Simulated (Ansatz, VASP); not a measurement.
**One calculation of C, two programs**

INCAR

```
SYSTEM = C
PREC = Accurate
ENCUT = 520
EDIFF = 1E-6
ISMEAR = 0
SIGMA = 0.1
LREAL = .FALSE.
LASPH = .TRUE.
NELM = 100
ALGO = Normal
ISIF = 2
LWAVE = .FALSE.
LCHARG = .TRUE.
LDIPOL = .TRUE.
IDIPOL = 3
DIPOL = 0.5 0.5 0.357
GGA = PE
IVDW = 12
LELF = .TRUE.
LVHAR = .TRUE.
LVACPOTAV = .TRUE.
NBANDS = 16
```

Contents of KPOINTS:

```
regular mesh
0
G
  15 15 1
  0 0 0
```

File POSCAR:

```
C
1.0
    2.4656524409      0.0000000000      0.0000000000
   -1.2328262205      2.1353176508      0.0000000000
    0.0000000000      0.0000000000     17.5000663883
C
4
Direct
    0.6666666667      0.3333333333      0.2571437784
    0.3333333333      0.6666666667      0.2571418816
    0.6666666667      0.3333333333      0.4577163429
    0.3333333333      0.6666666667      0.4577144461
```

Input for Ansatz:

```yaml
crystal:
  lattice:
    - [2.4656524409, 0.0, 0.0]
    - [-1.2328262205, 2.1353176508, 0.0]
    - [0.0, 0.0, 17.5000663883]
  atoms:
    - { symbol: C, position: [0.6666666667, 0.3333333333, 0.2571437784] }
    - { symbol: C, position: [0.3333333333, 0.6666666667, 0.2571418816] }
    - { symbol: C, position: [0.6666666667, 0.3333333333, 0.4577163429] }
    - { symbol: C, position: [0.3333333333, 0.6666666667, 0.4577144461] }
basis:
  ecutwfc: 420
kpoints:
  mp_grid: { grid: [15, 15, 1] }
hamiltonian:
  xc: pbe
  pseudopotentials: { kind: paw, azcp: { folder: soft_1 } }
  dispersion: d3bj
scf:
  occupations: { method: gaussian, width: 0.1 }
output:
  forces: true
  eigenvalues: true
efield:
  axis: 3
  dipole_correction: true
  ramp_width: 0.04
```

Alike in both runs: task single point; functional PBE; dispersion D3(BJ); k mesh 15 × 15 × 1; occupations gaussian, width 0.1 eV; no spin polarisation.

```csv
,VASP,Ansatz
version,VASP 6.6.1,Ansatz 0.2.0
potentials or method,"VASP PAW PBE potentials, release 64 (C), cutoff 520 eV","scalar-relativistic, plane waves, PAW"
valence electrons in the cell,16,16
```

```tsv
	VASP	Ansatz	Ansatz less VASP
gap on the k mesh at the Fermi level (eV)	0.51	0.51	0.000
least direct gap on the mesh (eV)	0.51	0.51	0.000
rms of the force components (eV/Å)	0.006	0.006	+0.0001
```

Atom by atom the forces differ by 0.000 eV/Å (rms over components). Ansatz's warnings: structure snapped to symmetry.
